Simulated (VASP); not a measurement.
Input of a VASP 6.6.1 run:

Contents of INCAR:

```
PREC = Accurate
ENCUT = 520
EDIFF = 1E-6
ISMEAR = -1
SIGMA = 0.05
LREAL = F
LASPH = T
NELM = 60
ALGO = Normal
ISIF = 2
LWAVE = F
LCHARG = F
GGA = PS
NBANDS = 34
```

File KPOINTS:

```
Automatic mesh
0
Gamma
  9 9 8
```

POSCAR

```
Ga
1.0
    2.1876895000     -3.7077280000      0.0000000000
    2.1876895000      3.7077280000      0.0000000000
    0.0000000000      0.0000000000      4.5167000000
Ga
4
Direct
    0.1525000000      0.8475000000      0.0785000000
    0.6525000000      0.3475000000      0.4215000000
    0.8475000000      0.1525000000      0.9215000000
    0.3475000000      0.6525000000      0.5785000000
```

Potentials or basis: VASP PAW PBE potentials, release 64 (Ga_d).

The run is started by

```console
$ cat potpaw_PBE.64/Ga_d/POTCAR > POTCAR
$ mpirun -np 1 vasp_std > vasp.out
```

(1) Predict the band gap on the k mesh.

(2) Predict the pressure.

(3) Predict the largest force.

## Answers

(1) zero (bands 26 and 27 overlap by 1.31 eV).

(2) 3.0 GPa.

(3) 0.611 eV/Å.

Caveat: the cell differs from its parent crystal (equal xx and yy strain of -3 %); the PAW data sets were made with another functional, which shifts forces and pressure a little.
